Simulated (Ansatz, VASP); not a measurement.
# Mg3TeSe2 in VASP and in Ansatz

```
Mg Te Se
1.0
     3.90000    0.00000    0.00000
     0.00000    3.90000    0.00000
     0.00000    0.00000   11.59806
Mg Te Se
3 1 2
Direct
  0.50000 0.50000 0.00000
  0.00000 0.50000 0.40343
  0.50000 0.00000 0.59657
  0.00000 0.00000 0.00000
  0.00000 0.50000 0.63156
  0.50000 0.00000 0.36844
```

Change from the starting cell: species swapped into the Zr2CuSb3 type (P-4m2, No. 115).

Alike in both runs: functional PBE; k mesh 4 × 4 × 2; occupations gaussian, width 0.1 eV; no spin polarisation.

Ansatz relaxed the structure, and its values are those at the end. VASP's run is a single point on that final structure, the one shown.

|  | VASP | Ansatz |
| --- | --- | --- |
| version | VASP 6.6.1 | Ansatz 0.2.0 |
| potentials or method | VASP PAW PBE potentials, release 64 (Mg, Te, Se), cutoff 520 eV | scalar-relativistic, plane waves, PAW |
| valence electrons in the cell | 24 | 78 |

|  | VASP | Ansatz | Ansatz less VASP |
| --- | --- | --- | --- |
| gap on the k mesh at the Fermi level (eV) | 0.24 | 0.27 | +0.027 |
| least direct gap on the mesh (eV) | 0.42 | 0.44 | +0.020 |
| pressure (GPa) | -0.1 | 0.0 | +0.05 |
| rms of the force components (eV/Å) | 0.011 | 0.009 | -0.0018 |

VASP's potentials hold 24 valence electrons a cell and Ansatz's 78, so a difference there can come from the potentials and not from the codes.

Spin-orbit coupling is off throughout.
